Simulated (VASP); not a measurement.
Here is a VASP 6.6.1 calculation.

INCAR

```
SYSTEM = GaAs
PREC = Accurate ; ENCUT = 520
EDIFF = 1E-8 ; ISMEAR = -1
SIGMA = 0.08 ; LREAL = .FALSE.
LASPH = .TRUE. ; NELM = 100
ALGO = Normal ; ISIF = 2
LWAVE = .FALSE. ; LCHARG = .FALSE.
GGA = PE ; LEFG = .TRUE.
NBANDS = 16
```

Contents of KPOINTS:

```
Automatic mesh
0
G
  10 10 10
  0 0 0
```

File POSCAR:

```
GaAs
1.0
    0.0000000000      2.7696338872      2.7696338872
    2.7696338872      0.0000000000      2.7696338872
    2.7696338872      2.7696338872      0.0000000000
Ga As
1 1
Direct
    0.0000000000      0.0000000000      0.0000000000
    0.7500000000      0.7500000000      0.7500000000
```

Potentials or basis: VASP PAW PBE potentials, release 64 (Ga_d, As).

Launch:

```bash
$ cat potpaw_PBE.64/Ga_d/POTCAR potpaw_PBE.64/As/POTCAR > POTCAR
$ mpirun -np 1 vasp_std > vasp.out
```

Q: What does it give for the band gap on the k mesh?

A: 0.99 eV, direct.

Q: Estimate the pressure.

A: 8.9 GPa.

Caveat: without QUAD_EFG the Cq values of the log hold for a quadrupole moment of 1 mb, not for the nuclei. A k mesh can miss the band edges.
